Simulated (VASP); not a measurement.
Set up this calculation in VASP 6.6.1, as the native input.

```
Task                   : relaxation of cell and atoms
Functional             : LDA
Potentials or basis    : VASP PAW LDA potentials, release 64 (Mg)
Cutoff                 : 600 eV
k mesh                 : 5 × 5 × 5
Occupations            : fermi-dirac, width 0.1 eV
Spin                   : no spin polarisation
Dipole correction      : no
Further INCAR settings : ALGO = Normal; EDIFF = 1e-06; IBRION = 2; EDIFFG = -0.01; NSW = 80; ISIF = 3
```

The structure of Mg lies in POSCAR:

```
Mg
1.0
    5.7071978321      0.0000000000      0.0000000000
    0.0000000000      5.7071978321      0.0000000000
    0.0000000000      0.0000000000      5.7071978321
Mg
8
Direct
    0.0000000000      0.0000000000      0.0000000000
    0.5000000000      0.5000000000      0.5000000000
    0.2500000000      0.0000000000      0.5000000000
    0.7500000000      0.0000000000      0.5000000000
    0.5000000000      0.2500000000      0.0000000000
    0.5000000000      0.7500000000      0.0000000000
    0.0000000000      0.5000000000      0.2500000000
    0.0000000000      0.5000000000      0.7500000000
```

One way to write it, as run:

INCAR

```
SYSTEM = Mg
PREC = Accurate ; ENCUT = 600
EDIFF = 1E-6 ; ISMEAR = -1
SIGMA = 0.1 ; LREAL = .FALSE.
LASPH = .TRUE. ; NELM = 80
ALGO = Normal ; ISIF = 3
LWAVE = .FALSE. ; LCHARG = .FALSE.
GGA = CA ; IBRION = 2
NSW = 80 ; EDIFFG = -0.01
```

KPOINTS

```
regular mesh
0
G
  5 5 5
  0 0 0
```

Potentials or basis: VASP PAW LDA potentials, release 64 (Mg).

Run with:

```bash
$ cat potpaw_LDA.64/Mg/POTCAR > POTCAR
$ mpirun -np 1 vasp_std > vasp.out
```

Results of the run:

```
Relaxed volume                        : 21.93 Å³/atom
Relaxed cell                          : a = 5.598 Å, b = 5.598 Å, c = 5.598 Å, α = 90.00°, β = 90.00°, γ = 90.00°
Space group after relaxing (to 0.1 Å) : Pm-3n (No. 223)
Energy gained by relaxing             : 8.7 meV/atom
Ionic steps                           : 3
Pressure after relaxing               : 0.0 GPa
Band gap on the k mesh                : zero (bands 8 and 9 overlap by 2.30 eV)
```

Wall time 99 s on 1 thread of Intel Xeon 8259CL (shared host), peak memory 0.26 GiB.
